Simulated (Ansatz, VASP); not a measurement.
**One calculation of Ge, two programs**

The input INCAR:

```
SYSTEM = Ge
  PREC = Accurate
  ENCUT = 520
  EDIFF = 1E-6
  ISMEAR = 0
  SIGMA = 0.15
  LREAL = .False.
  LASPH = .True.
  NELM = 80
  ALGO = Normal
  ISIF = 2
  LWAVE = .False.
  LCHARG = .False.
  GGA = PS
  NBANDS = 21
```

Contents of KPOINTS:

```
regular mesh
0
Gamma
  20 20 12
  0 0 0
```

POSCAR

```
Ge
1.0
    1.6029564211     -2.7950446528      0.0000000000
    1.6029564211      2.7950446528      0.0000000000
    0.0000000000      0.0000000000      4.0741185482
Ge
2
Direct
    0.6665533700      0.3334466300      0.2500000000
    0.3334466300      0.6665533700      0.7500000000
```

Input for Ansatz:

```yaml
crystal:
  lattice:
    - [1.6029564211, -2.7950446528, 0.0]
    - [1.6029564211, 2.7950446528, 0.0]
    - [0.0, 0.0, 4.0741185482]
  atoms:
    - { symbol: Ge, position: [0.66655337, 0.33344663, 0.25] }
    - { symbol: Ge, position: [0.33344663, 0.66655337, 0.75] }
basis:
  ecutwfc: 420
kpoints:
  mp_grid: { grid: [20, 20, 12] }
hamiltonian:
  xc: pbesol
scf:
  occupations: { method: gaussian, width: 0.15 }
output:
  forces: true
  stress: true
  eigenvalues: true
```

Alike in both runs: task single point; functional PBEsol; k mesh 20 × 20 × 12; occupations gaussian, width 0.15 eV; no spin polarisation.

|  | VASP | Ansatz |
| --- | --- | --- |
| version | VASP 6.6.1 | Ansatz 0.2.0 |
| potentials or method | VASP PAW PBE potentials, release 64 (Ge_d), cutoff 520 eV | scalar-relativistic, plane waves, PAW |
| valence electrons in the cell | 28 | 28 |

```csv
,VASP,Ansatz,Ansatz less VASP
gap on the k mesh at the Fermi level (eV),none,none,-
pressure (GPa),2.4,2.4,-0.06
"traceless stress, the component that is largest in VASP (GPa)",-0.36,-0.37,-0.007
rms of the force components (eV/Å),0.009,0.009,0.0000
```

VASP's potentials were made for PBE, not for PBEsol. Atom by atom the forces differ by 0.000 eV/Å (rms over components). A gap of «none» marks a metal or a gap that the smearing closes. With one functional, cell and mesh, what is left measures potentials, basis and numerics.
